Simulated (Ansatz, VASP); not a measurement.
P: VASP beside Ansatz

```xyz
8
Lattice="3.2962 0.0000 0.0000 0.0000 4.4392 0.0000 0.0000 0.0000 21.7462" Properties=species:S:1:pos:R:3 pbc="T T T"
P     1.6481    4.0729    4.5000
P     0.0000    2.5858    4.5000
P     1.6481    0.3663    6.6231
P     0.0000    1.8533    6.6231
P     2.0601    2.5858   10.3331
P     3.7082    4.0729   10.3331
P     2.0601    6.2925   12.4562
P     3.7082    4.8054   12.4562
```

Alike in both runs: task single point; functional PBE; dispersion D3(BJ); k mesh 8 × 6 × 1; occupations gaussian, width 0.05 eV; no spin polarisation.

```csv
,VASP,Ansatz
version,VASP 6.6.1,Ansatz 0.2.0
potentials or method,"VASP PAW PBE potentials, release 64 (P), cutoff 520 eV","scalar-relativistic, plane waves, PAW"
valence electrons in the cell,40,40
```

|  | VASP | Ansatz | Ansatz less VASP |
| --- | --- | --- | --- |
| gap on the k mesh at the Fermi level (eV) | 0.43 | 0.41 | -0.016 |
| least direct gap on the mesh (eV) | 0.43 | 0.41 | -0.016 |
| rms of the force components (eV/Å) | 0.038 | 0.047 | +0.0099 |

Atom by atom the forces differ by 0.031 eV/Å (rms over components).
